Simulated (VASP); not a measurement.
# BiTe (R-3m) in VASP: notebook

BiTe is run at these levels: PBE; tasks: single point, relaxation of shape and atoms at fixed volume.

Program: VASP 6.6.1. These are calculated values, not measurements. Logs are shortened: lines on timing, memory, paths and dates and some standing lists are left out, and cuts for length are marked.

## 1. The cell of the first run

Symmetry: R-3m, No. 166, trigonal system. The conventional cell has a = 4.820 Å, b = 4.820 Å, c = 9.439 Å, α = 90.00°, β = 90.00°, γ = 120.00°. Bi (site symmetry -3m) has 6 Te at 3.20 Å and 6 Bi at 4.20 Å within 4.3 Å. Te (site symmetry -3m) has 6 Bi at 3.20 Å and 6 Te at 4.20 Å within 4.3 Å.

## 2. Single point, PBE (31.65 Å³/atom)

INCAR reads:

```
SYSTEM = BiTe
PREC     = Accurate       ! precision mode
ENCUT    = 520            ! plane-wave cutoff, eV
EDIFF    = 1E-7           ! SCF threshold, eV
ISMEAR   = 0              ! smearing method
SIGMA    = 0.1            ! smearing width, eV
LREAL    = .FALSE.        ! projectors in reciprocal space
LASPH    = .TRUE.         ! aspherical terms in the spheres
NELM     = 100            ! most SCF steps
ALGO     = Normal         ! electronic algorithm
ISIF     = 2              ! what is computed and relaxed
LWAVE    = .FALSE.        ! write WAVECAR
LCHARG   = .TRUE.         ! write CHGCAR
GGA      = PE             ! functional
LELF     = .TRUE.         ! ELF
LVHAR    = .TRUE.       
NBANDS   = 18             ! bands
```

KPOINTS reads:

```
Automatic mesh
0
G
  12 12 12
  0 0 0
```

POSCAR reads:

```
BiTe
1.0
    2.4100486355      1.3914422285      3.1462764749
   -2.4100486355      1.3914422285      3.1462764749
    0.0000000000     -2.7828844569      3.1462764749
Bi Te
1 1
Direct
    0.5000000000      0.5000000000      0.5000000000
    0.0000000000      0.0000000000      0.0000000000
```

Potentials or basis: VASP PAW PBE potentials, release 64 (Bi_d, Te).

Launch:

```
$ cat potpaw_PBE.64/Bi_d/POTCAR potpaw_PBE.64/Te/POTCAR > POTCAR
$ mpirun -np 1 vasp_std > vasp.out
```

OUTCAR:

```text
SYSTEM = BiTe
   PREC = Accurate
   ENCUT = 520
   EDIFF = 1E-7
   ISMEAR = 0
   LREAL = .FALSE.
   LASPH = .TRUE.
   NELM = 100
   ISIF = 2
   GGA = PE

 ion  position               nearest neighbor table
   1  0.500  0.500  0.500-   2 3.20   2 3.20   2 3.20   2 3.20   2 3.20   2 3.20
   2  0.000  0.000  0.000-   1 3.20   1 3.20   1 3.20   1 3.20   1 3.20   1 3.20

  LATTYP: Found a trigonal (rhomboedric) cell.
 ALAT       =     4.2004168314
 COS(alpha) =     0.3415893771

  Lattice vectors:

 A1 = (   2.4100486355,   1.3914422285,   3.1462764749)
 A2 = (  -2.4100486355,   1.3914422285,   3.1462764749)
 A3 = (   0.0000000000,  -2.7828844569,   3.1462764749)

Analysis of symmetry for initial positions (statically):
=====================================================================
 Subroutine PRICEL returns:
 Original cell was already a primitive cell.

 Routine SETGRP: Setting up the symmetry group for a
 trigonal (rhombohedral) supercell.

 Subroutine GETGRP returns: Found 12 space group operations
 (whereof 12 operations were pure point group operations)
 out of a pool of 12 trial point group operations.

The static configuration has the point symmetry D_3d.

Analysis of symmetry for dynamics (positions and initial velocities):
=====================================================================
 Subroutine PRICEL returns:
 Original cell was already a primitive cell.

 Routine SETGRP: Setting up the symmetry group for a
 trigonal (rhombohedral) supercell.

 Subroutine GETGRP returns: Found 12 space group operations
 (whereof 12 operations were pure point group operations)
 out of a pool of 12 trial point group operations.

The dynamic configuration has the point symmetry D_3d.

 Subroutine INISYM returns: Found 12 space group operations
 (whereof 12 operations are pure point group operations),
 and found     1 'primitive' translations

----------------------------------------------------------------------------------------

                                     Primitive cell

  volume of cell :      63.3052

  direct lattice vectors                    reciprocal lattice vectors
     2.410048635  1.391442229  3.146276475     0.207464693  0.119779796  0.105945341
    -2.410048635  1.391442229  3.146276475    -0.207464693  0.119779796  0.105945341
     0.000000000 -2.782884457  3.146276475     0.000000000 -0.239559593  0.105945341

[... 80 lines left out ...]
   LASPH  =      T    aspherical Exc in radial PAW
   ENCUT  =  520.0 eV  38.22 Ry    6.18 a.u.   7.81  7.81  7.81*2*pi/ulx,y,z
   NELM   =    100;   NELMIN=  2; NELMDL= -5     # of ELM steps
   EDIFF  = 0.1E-06   stopping-criterion for ELM
   LREAL  =      F    real-space projection
   EDIFFG = 0.1E-05   stopping-criterion for IOM
   NSW    =      0    number of steps for IOM
   IBRION =     -1    ionic relax: 0-MD 1-quasi-New 2-CG
   NFREE  =      0    steps in history (QN), initial steepest desc. (CG)
   ISIF   =      2    stress and relaxation
   ISYM   =      2    0-nonsym 1-usesym 2-fastsym
   POTIM  = 0.5000    time-step for ionic-motion
   TEBEG  =    0.0;   TEEND  =   0.0 temperature during run
   PSTRESS=    0.0 pullay stress
   NELECT =      21.0000    total number of electrons
   NUPDOWN=      -1.0000    fix difference up-down
   EMIN   =  10.00;   EMAX   =-10.00  energy-range for DOS
   EFERMI =   0.00;   METHOD = LEGACY
   ISMEAR =     0;   SIGMA  =   0.10  broadening in eV -4-tet -1-fermi 0-gaus
   EFERMI_NEDOS =   21; number of points for ismear=-14 and -15
   IALGO  =     38    algorithm
   IMIX   =      4    mixing-type and parameters
     AMIX     =   0.40;   BMIX     =  1.00
     AMIX_MAG =   1.60;   BMIX_MAG =  1.00
  volume/ion in A,a.u.               =      31.65       213.60
  Fermi-wavevector in a.u.,A,eV,Ry     =   1.133274  2.141577 17.474095  1.284310
  Thomas-Fermi vector in A             =   2.269976
   LORBIT       =      0    0 simple, 1 ext, 2 COOP (PROOUT), +10 PAW based schemes
   GGA     = PE    functional components
   LHFCALC =     F    Hartree Fock is set to
   AEXX    =    0.0000 exact exchange contribution
   IVDW    =     0    specifies the selected vdW correction
   LEPSILON=     F    determine dielectric tensor
   LRPA    =     F    only Hartree local field effects (RPA)
 non-spin polarized calculation
 Gauss-broadening in eV      SIGMA  =   0.10
  energy-cutoff  :      520.00
  volume of cell :       63.31
 maximum number of plane-waves:      1726
   NGX = 15   NGY = 15   NGZ = 15

 number of electron      21.0000010 magnetization

 Free energy of the ion-electron system (eV)
  ---------------------------------------------------
  ext. energy  EPLUGINS =         0.00000000
  ---------------------------------------------------
  free energy    TOTEN  =        -7.15013597 eV

  energy without entropy =       -7.14445366  energy(sigma->0) =       -7.14729482

 E-fermi :   7.4278     XC(G=0):  -9.7769

 val. band max:        7.4251057103   @ k =   0.4167   0.1667   0.0833
 cond. band min:       7.4383270334   @ k =   0.3333   0.3333   0.2500
 fundamental gap:      0.0132213231
 Fermi energy:         7.4277708517

 k-point     1 :       0.0000    0.0000    0.0000
  band No.  band energies     occupation
      1     -15.8303      2.00000
      2     -15.8303      2.00000
      3     -15.8183      2.00000
      4     -15.8183      2.00000
      5     -15.7969      2.00000
      6      -6.4471      2.00000
[... 481 lines left out ...]
      5     -15.7929      2.00000
      6      -4.3973      2.00000
[... 10 lines left out ...]
     17      16.4426      0.00000
     18      17.7185      0.00000

 [... further k-points ...]

------------------------ aborting loop because EDIFF is reached ----------------------------------------

  FORCE on cell =-STRESS in cart. coord.  units (eV):
  Direction    XX          YY          ZZ          XY          YZ          ZX
  --------------------------------------------------------------------------------------
  -------------------------------------------------------------------------------------
  Total        1.1151546      1.1151546      1.1148234      0.0000000      0.0000000      0.0000000
  in kB       28.2232178     28.2232178     28.2148355      0.0000000      0.0000000      0.0000000
  external PRESSURE =      28.2204237 kB  Pullay stress =       0.0000000 kB

 VOLUME and BASIS-vectors are now :
 -----------------------------------------------------------------------------
  energy-cutoff  :      520.00
  volume of cell :       63.31
      direct lattice vectors                 reciprocal lattice vectors
     2.410048635  1.391442229  3.146276475     0.207464693  0.119779796  0.105945341
    -2.410048635  1.391442229  3.146276475    -0.207464693  0.119779796  0.105945341
     0.000000000 -2.782884457  3.146276475     0.000000000 -0.239559593  0.105945341

 POSITION                                       TOTAL-FORCE (eV/Angst)
 -----------------------------------------------------------------------------------
      0.00000      0.00000      4.71941         0.000000     -0.000000     -0.000000
      0.00000      0.00000      0.00000        -0.000000      0.000000      0.000000
 -----------------------------------------------------------------------------------
    total drift:                               -0.000000      0.000000     -0.000000

  FREE ENERGIE OF THE ION-ELECTRON SYSTEM (eV)
  ---------------------------------------------------
  free  energy   TOTEN  =        -7.1501359678 eV

  energy  without entropy=       -7.1444536633  energy(sigma->0) =       -7.14729482
```

OSZICAR:

```text
N       E                     dE             d eps       ncg     rms          rms(c)
DAV:   1     0.159079439408E+03    0.15908E+03   -0.99697E+03  6804   0.115E+03
DAV:   2     0.489289030490E+01   -0.15419E+03   -0.15018E+03  7268   0.310E+02
DAV:   3    -0.685516210310E+01   -0.11748E+02   -0.11650E+02  8394   0.885E+01
DAV:   4    -0.717447788363E+01   -0.31932E+00   -0.31897E+00  8616   0.155E+01
DAV:   5    -0.718580442252E+01   -0.11327E-01   -0.11326E-01  9314   0.271E+00    0.626E+00
DAV:   6    -0.714717213760E+01    0.38632E-01   -0.12119E-01  9812   0.214E+00    0.390E+00
DAV:   7    -0.715041569869E+01   -0.32436E-02   -0.35768E-02  8472   0.960E-01    0.627E-01
DAV:   8    -0.715001667209E+01    0.39903E-03   -0.59493E-03  8548   0.521E-01    0.156E-01
DAV:   9    -0.715013769499E+01   -0.12102E-03   -0.51399E-04  7906   0.140E-01    0.498E-02
DAV:  10    -0.715013742636E+01    0.26864E-06   -0.22929E-05  9314   0.278E-02    0.265E-02
DAV:  11    -0.715013589738E+01    0.15290E-05   -0.98620E-06  8504   0.244E-02    0.458E-03
DAV:  12    -0.715013604176E+01   -0.14439E-06   -0.21364E-06  8664   0.121E-02    0.145E-03
DAV:  13    -0.715013596783E+01    0.73933E-07   -0.16931E-07  6982   0.286E-03
   1 F= -.71501360E+01 E0= -.71472948E+01  d E =-.568230E-02
```

Run time: 1.7 min. Hardware: 1 thread of Intel Xeon Platinum 8259CL at 2.50GHz (Skylake/Cascade Lake), shared host; peak memory 0.34 GiB.

What came out:

| Property | Result |
| --- | --- |
| Free energy | -7.1501 eV |
| Pressure | 2.8 GPa |
| Band gap on the k mesh | zero (an odd number of electrons rules out a gap without spin polarisation) |

Caveat: spin-orbit coupling is left out, which moves the levels of the heavy elements; an odd number of electrons without spin polarisation forces a metal; a magnetic or distorted state may lie lower.

(Continued in part 2 of 2.)
